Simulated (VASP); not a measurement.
Set up this calculation in VASP 6.6.1, as the native input.

```yaml
Task: single point
Functional: r2SCAN
Potentials_or_basis: VASP PAW PBE potentials, release 64 (Mg)
Cutoff: 520 eV
k_mesh: 13 × 13 × 4
Occupations: fermi-dirac, width 0.1 eV
Spin: no spin polarisation
Dipole_correction: no
Further_INCAR_settings: ALGO = Normal; EDIFF = 1e-06; NBANDS = 12
```

The system is Mg.

```
Mg
1.0
     3.17981    0.00000    0.00000
    -1.58991    2.75380    0.00000
     0.00000    0.00000   10.33578
Mg
4
Direct
  0.00000 0.00000 0.00000
  0.00000 0.00000 0.50000
  0.33333 0.66667 0.25000
  0.66667 0.33333 0.75000
```

These files were run (other wordings do the same):

POSCAR

```
Mg
1.0
    3.1798105472      0.0000000000      0.0000000000
   -1.5899052736      2.7537967131      0.0000000000
    0.0000000000      0.0000000000     10.3357761984
Mg
4
Direct
    0.0000000000      0.0000000000      0.0000000000
    0.0000000000      1.0000000000      0.5000000000
    0.3333333333      0.6666666667      0.2500000000
    0.6666666667      0.3333333333      0.7500000000
```

INCAR.step1

```
SYSTEM = Mg
PREC     = Accurate       ! precision mode
ENCUT    = 520            ! plane-wave cutoff, eV
ISMEAR   = -1             ! smearing method
SIGMA    = 0.1            ! smearing width, eV
LREAL    = .False.        ! projectors in reciprocal space
LASPH    = .True.         ! aspherical terms in the spheres
NELM     = 80             ! most SCF steps
NBANDS   = 12             ! bands
GGA      = PE             ! functional
ALGO     = Normal         ! electronic algorithm
EDIFF    = 1E-4           ! SCF threshold, eV
LWAVE    = .True.         ! write WAVECAR
LCHARG   = .False.        ! write CHGCAR
```

INCAR.step2

```
SYSTEM = Mg
PREC     = Accurate       ! precision mode
ENCUT    = 520            ! plane-wave cutoff, eV
EDIFF    = 1E-6           ! SCF threshold, eV
ISMEAR   = -1             ! smearing method
SIGMA    = 0.1            ! smearing width, eV
LREAL    = .False.        ! projectors in reciprocal space
LASPH    = .True.         ! aspherical terms in the spheres
NELM     = 80             ! most SCF steps
ALGO     = Normal         ! electronic algorithm
ISIF     = 2              ! what is computed and relaxed
LWAVE    = .False.        ! write WAVECAR
LCHARG   = .False.        ! write CHGCAR
METAGGA  = R2SCAN         ! meta-GGA
LMIXTAU  = .True.       
NBANDS   = 12             ! bands
ISTART   = 1
```

KPOINTS

```
regular mesh
0
Gamma
  13 13 4
  0 0 0
```

Potentials or basis: VASP PAW PBE potentials, release 64 (Mg).

Run with:

```bash
$ cat potpaw_PBE.64/Mg/POTCAR > POTCAR
$ cp INCAR.step1 INCAR
$ mpirun -np 1 vasp_std > vasp.out
$ cp INCAR.step2 INCAR
$ mpirun -np 1 vasp_std > vasp.out
```

Results of the run:

```json
{
 "Pressure": "-0.2 GPa",
 "Band gap on the k mesh": "zero (band 4 reaches 3.90 eV, above the bottom of band 5 at 1.52 eV)"
}
```

Caveat: the PAW data sets were made with another functional, which shifts forces and pressure a little.

Run time: 120 s on 1 thread of AMD EPYC 9R45 96-Core Processor (Zen 5), with other jobs on the host, peak memory 0.21 GiB.
